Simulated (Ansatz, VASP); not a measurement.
# Fe in VASP and in Ansatz

```
CELL_PARAMETERS angstrom
-1.45500 1.45500 1.45500
2.91000 -2.91000 2.91000
1.45500 1.45500 -1.45500
ATOMIC_POSITIONS crystal
Fe 0.00000 0.00000 0.00000
Fe 0.00000 0.50000 0.00000
```

Alike in both runs: task single point; functional PBE; k mesh 12 × 6 × 12; occupations fermi-dirac, width 0.1 eV; collinear spin; Hubbard terms Fe d U = 3.3 eV.

```csv
,VASP,Ansatz
version,VASP 6.6.1,Ansatz 0.2.0
potentials or method,"VASP PAW PBE potentials, release 64 (Fe), cutoff 520 eV","PAW, plane waves, scalar-relativistic"
valence electrons in the cell,16,32
```

VASP gave:

* pressure (GPa): 2.9
* traceless stress, the component that is largest in VASP (GPa): 0.00
* net moment per atom (μB): 2.82
* size of the moment on the site where the two differ most (μB): 2.92

Q: Which values does Ansatz return?

A: Pressure (GPa): 8.1; traceless stress, the component that is largest in VASP (GPa): -2.26; net moment per atom (μB): 2.81; size of the moment on the site where the two differ most (μB): 2.82.

Site moments also hang on the region over which each program counts them. The programs project onto different local orbitals, so the same U acts differently, and such runs can settle in different states. VASP's potentials hold 16 valence electrons a cell and Ansatz's 32, so a difference there can come from the potentials and not from the codes. Ansatz's warnings: filled band counts differ across k points, stability check not made.
